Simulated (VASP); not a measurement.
# ZnS (ref) (P6_3mc) in VASP: single point with r2SCAN

Aim: the single point of ZnS (ref) with r2SCAN.

All numbers are computed with VASP 6.6.1; they aren't measurements. Logs are shortened: lines on timing, memory, paths and dates and some standing lists are left out, and cuts for length are marked.

## (1) The cell of the first run

The structure is hexagonal, space group P6_3mc (No. 186). Conventional cell: a = 3.823 Å, b = 3.823 Å, c = 6.261 Å, α = 90.00°, β = 90.00°, γ = 120.00°. Within 3.1 Å of Zn (site symmetry 3m) lie 4 S at 2.34 to 2.35 Å. S (site symmetry 3m) has 4 Zn at 2.34 to 2.35 Å within 3.1 Å.

## (2) Single point, r2SCAN

The input, POSCAR:

```
ZnS
1.0
    3.8230000000      0.0000000000      0.0000000000
   -1.9115000000      3.3108151187      0.0000000000
    0.0000000000      0.0000000000      6.2610000000
Zn S
2 2
Direct
    0.3333333333      0.6666666667      0.0000000000
    0.6666666667      0.3333333333      0.5000000000
    0.3333333333      0.6666666667      0.3750000000
    0.6666666667      0.3333333333      0.8750000000
```

The input, INCAR.step1:

```
PREC = Accurate
ENCUT = 520
ISMEAR = 0
SIGMA = 0.1
LREAL = False
LASPH = True
NELM = 60
NBANDS = 26
GGA = PE
ALGO = Normal
EDIFF = 1E-4
LWAVE = True
LCHARG = False
```

The input, INCAR.step2:

```
PREC = Accurate
ENCUT = 520
EDIFF = 1E-7
ISMEAR = 0
SIGMA = 0.1
LREAL = False
LASPH = True
NELM = 60
ALGO = Normal
ISIF = 2
LWAVE = False
LCHARG = False
METAGGA = R2SCAN
LMIXTAU = True
NBANDS = 26
ISTART = 1
```

The input, KPOINTS:

```
regular mesh
0
Gamma
  6 6 4
```

Potentials or basis: VASP PAW PBE potentials, release 64 (Zn, S).

Command:

```console
$ cat potpaw_PBE.64/Zn/POTCAR potpaw_PBE.64/S/POTCAR > POTCAR
$ cp INCAR.step1 INCAR
$ mpirun -np 1 vasp_std > vasp.out
$ cp INCAR.step2 INCAR
$ mpirun -np 1 vasp_std > vasp.out
```

OUTCAR:

```text
PREC = Accurate
   ENCUT = 520
   EDIFF = 1E-7
   ISMEAR = 0
   LREAL = False
   LASPH = True
   NELM = 60
   ISIF = 2
   METAGGA = R2SCAN
   ISTART = 1

 ion  position               nearest neighbor table
   1  0.333  0.667  0.000-   4 2.34   4 2.34   4 2.34   3 2.35
   2  0.667  0.333  0.500-   3 2.34   3 2.34   3 2.34   4 2.35
   3  0.333  0.667  0.375-   2 2.34   2 2.34   2 2.34   1 2.35
   4  0.667  0.333  0.875-   1 2.34   1 2.34   1 2.34   2 2.35

  LATTYP: Found a hexagonal cell.
 ALAT       =     3.8230000000
 C/A-ratio  =     1.6377190688

  Lattice vectors:

 A1 = (   3.8230000000,   0.0000000000,   0.0000000000)
 A2 = (  -1.9115000000,   3.3108151187,   0.0000000000)
 A3 = (   0.0000000000,   0.0000000000,   6.2610000000)

Analysis of symmetry for initial positions (statically):
=====================================================================
 Subroutine PRICEL returns:
 Original cell was already a primitive cell.

 Routine SETGRP: Setting up the symmetry group for a
 hexagonal supercell.

 Subroutine GETGRP returns: Found 12 space group operations
 (whereof  6 operations were pure point group operations)
 out of a pool of 24 trial point group operations.

The static configuration has the point symmetry C_3v.
 The point group associated with its full space group is C_6v.

Analysis of symmetry for dynamics (positions and initial velocities):
=====================================================================
 Subroutine PRICEL returns:
 Original cell was already a primitive cell.

 Routine SETGRP: Setting up the symmetry group for a
 hexagonal supercell.

 Subroutine GETGRP returns: Found 12 space group operations
 (whereof  6 operations were pure point group operations)
 out of a pool of 24 trial point group operations.

The dynamic configuration has the point symmetry C_3v.
 The point group associated with its full space group is C_6v.

 Subroutine INISYM returns: Found 12 space group operations
 (whereof  6 operations are pure point group operations),
 and found     1 'primitive' translations

----------------------------------------------------------------------------------------

                                     Primitive cell

  volume of cell :      79.2470

  direct lattice vectors                    reciprocal lattice vectors
     3.823000000  0.000000000  0.000000000     0.261574680  0.151020212  0.000000000
[... 80 lines left out ...]
   ISPIN  =      1    spin polarized calculation?
   LNONCOLLINEAR =      F non collinear calculations
   LSORBIT =      F    spin-orbit coupling
   LASPH  =      T    aspherical Exc in radial PAW
   ENCUT  =  520.0 eV  38.22 Ry    6.18 a.u.   7.11  7.11 11.64*2*pi/ulx,y,z
   NELM   =     60;   NELMIN=  2; NELMDL=  0     # of ELM steps
   EDIFF  = 0.1E-06   stopping-criterion for ELM
   LREAL  =      F    real-space projection
   EDIFFG = 0.1E-05   stopping-criterion for IOM
   NSW    =      0    number of steps for IOM
   IBRION =     -1    ionic relax: 0-MD 1-quasi-New 2-CG
   NFREE  =      0    steps in history (QN), initial steepest desc. (CG)
   ISIF   =      2    stress and relaxation
   ISYM   =      2    0-nonsym 1-usesym 2-fastsym
   POTIM  = 0.5000    time-step for ionic-motion
   TEBEG  =    0.0;   TEEND  =   0.0 temperature during run
   PSTRESS=    0.0 pullay stress
   NELECT =      36.0000    total number of electrons
   NUPDOWN=      -1.0000    fix difference up-down
   EMIN   =  10.00;   EMAX   =-10.00  energy-range for DOS
[... 5 lines left out ...]
     AMIX     =   0.40;   BMIX     =  1.00
     AMIX_MAG =   1.60;   BMIX_MAG =  1.00
  volume/ion in A,a.u.               =      19.81       133.70
  Fermi-wavevector in a.u.,A,eV,Ry     =   1.258485  2.378192 21.548694  1.583784
  Thomas-Fermi vector in A             =   2.392092
   LORBIT       =      0    0 simple, 1 ext, 2 COOP (PROOUT), +10 PAW based schemes
   METAGGA = R2SCAN    functional components
   LHFCALC =     F    Hartree Fock is set to
   AEXX    =    0.0000 exact exchange contribution
   IVDW    =     0    specifies the selected vdW correction
   LEPSILON=     F    determine dielectric tensor
   LRPA    =     F    only Hartree local field effects (RPA)
 non-spin polarized calculation
 Gauss-broadening in eV      SIGMA  =   0.10
  energy-cutoff  :      520.00
  volume of cell :       79.25
 maximum number of plane-waves:      2156
   NGX = 15   NGY = 15   NGZ = 23

 number of electron      35.9999987 magnetization

 Free energy of the ion-electron system (eV)
  ---------------------------------------------------
  ext. energy  EPLUGINS =         0.00000000
  ---------------------------------------------------
  free energy    TOTEN  =       -37.71881894 eV

  energy without entropy =      -37.71881894  energy(sigma->0) =      -37.71881894

 E-fermi :   2.2966     XC(G=0): -10.2548

 val. band max:        1.8074188715   @ k =   0.0000   0.0000   0.0000
 cond. band min:       4.5471455387   @ k =   0.0000   0.0000   0.0000
 fundamental gap:      2.7397266672
 Fermi energy:         2.2965900412

 k-point     1 :       0.0000    0.0000    0.0000
  band No.  band energies     occupation
      1     -11.8587      2.00000
      2     -10.9166      2.00000
      3      -4.6749      2.00000
      4      -4.6649      2.00000
      5      -4.6649      2.00000
      6      -4.5768      2.00000
[... 598 lines left out ...]
     25      12.0448      0.00000
     26      12.0448      0.00000

------------------------ aborting loop because EDIFF is reached ----------------------------------------

  FORCE on cell =-STRESS in cart. coord.  units (eV):
  Direction    XX          YY          ZZ          XY          YZ          ZX
  --------------------------------------------------------------------------------------
  -------------------------------------------------------------------------------------
  Total       -0.4099439     -0.4099439     -0.3826899      0.0000000      0.0000000      0.0000000
  in kB       -8.2880450     -8.2880450     -7.7370374      0.0000000      0.0000000      0.0000000
  external PRESSURE =      -8.1043758 kB  Pullay stress =       0.0000000 kB

 VOLUME and BASIS-vectors are now :
 -----------------------------------------------------------------------------
  energy-cutoff  :      520.00
  volume of cell :       79.25
      direct lattice vectors                 reciprocal lattice vectors
     3.823000000  0.000000000  0.000000000     0.261574680  0.151020212  0.000000000
    -1.911500000  3.310815119  0.000000000     0.000000000  0.302040423  0.000000000
     0.000000000  0.000000000  6.261000000     0.000000000  0.000000000  0.159718895

 POSITION                                       TOTAL-FORCE (eV/Angst)
 -----------------------------------------------------------------------------------
     -0.00000      2.20721      0.00000        -0.000000     -0.000000      0.007169
      1.91150      1.10361      3.13050         0.000000      0.000000      0.007169
     -0.00000      2.20721      2.34788         0.000000     -0.000000     -0.007169
      1.91150      1.10361      5.47837         0.000000     -0.000000     -0.007169
 -----------------------------------------------------------------------------------
    total drift:                               -0.000000      0.000000     -0.023054

  FREE ENERGIE OF THE ION-ELECTRON SYSTEM (eV)
  ---------------------------------------------------
  free  energy   TOTEN  =       -37.7188189441 eV

  energy  without entropy=      -37.7188189441  energy(sigma->0) =      -37.71881894
```

OSZICAR.step1:

```text
N       E                     dE             d eps       ncg     rms          rms(c)
DAV:   1     0.246505130142E+03    0.24651E+03   -0.17311E+04  1092   0.168E+03
DAV:   2     0.101184822331E+02   -0.23639E+03   -0.22640E+03  1150   0.351E+02
DAV:   3    -0.139568767123E+02   -0.24075E+02   -0.23842E+02  1326   0.112E+02
DAV:   4    -0.145298127958E+02   -0.57294E+00   -0.57170E+00  1252   0.172E+01
DAV:   5    -0.145389283053E+02   -0.91155E-02   -0.91137E-02  1316   0.214E+00    0.968E+00
DAV:   6    -0.136924770050E+02    0.84645E+00   -0.16287E+00  1636   0.368E+01    0.745E+00
DAV:   7    -0.136880651789E+02    0.44118E-02   -0.12180E+00  1146   0.644E+00    0.341E+00
DAV:   8    -0.136818026934E+02    0.62625E-02   -0.35429E-02  1326   0.183E+00    0.957E-01
DAV:   9    -0.136823473971E+02   -0.54470E-03   -0.88869E-03  1460   0.133E+00    0.226E-01
DAV:  10    -0.136824955700E+02   -0.14817E-03   -0.61390E-04  1240   0.330E-01    0.935E-02
DAV:  11    -0.136827154148E+02   -0.21984E-03   -0.34773E-04  1078   0.120E-01    0.609E-02
DAV:  12    -0.136827141454E+02    0.12693E-05   -0.13352E-05   620   0.351E-02
   1 F= -.13682714E+02 E0= -.13682714E+02  d E =-.597836E-11
```

Run time: 2.2 min. Hardware: 1 thread of Intel Xeon Platinum 8259CL at 2.50GHz (Skylake/Cascade Lake), shared host; peak memory 0.21 GiB.

What came out:

- Free energy: -37.7188 eV
- Pressure: -0.8 GPa
- Largest force: 0.007 eV/Å
- Band gap on the k mesh: 2.74 eV, direct

Forces in eV/Å, atoms in the order of the input:
```
Zn   0.000  0.000  0.007
Zn   0.000  0.000  0.007
S    0.000  0.000 -0.007
S    0.000  0.000 -0.007
```

Levels at points of the mesh, in eV from the valence-band top:
```tsv
k point	band 14	band 15	band 16	band 17	band 18	band 19	band 20	band 21	band 22	band 23
(0.00, 0.00, 0.00)	-0.90	-0.90	-0.07	0.00	0.00	2.74	3.58	6.80	6.80	7.10
(0.50, 0.00, 0.00)	-4.13	-3.29	-2.27	-1.68	-0.90	4.05	4.75	5.47	7.39	7.96
(0.00, 0.00, 0.50)	-2.86	-0.47	-0.47	-0.47	-0.47	4.07	4.07	7.26	7.26	7.26
(0.50, 0.00, 0.50)	-4.90	-1.64	-1.64	-1.63	-1.63	3.97	3.97	5.66	5.66	9.38
```

Caveat: the PAW data sets were made with another functional, which shifts forces and pressure a little.
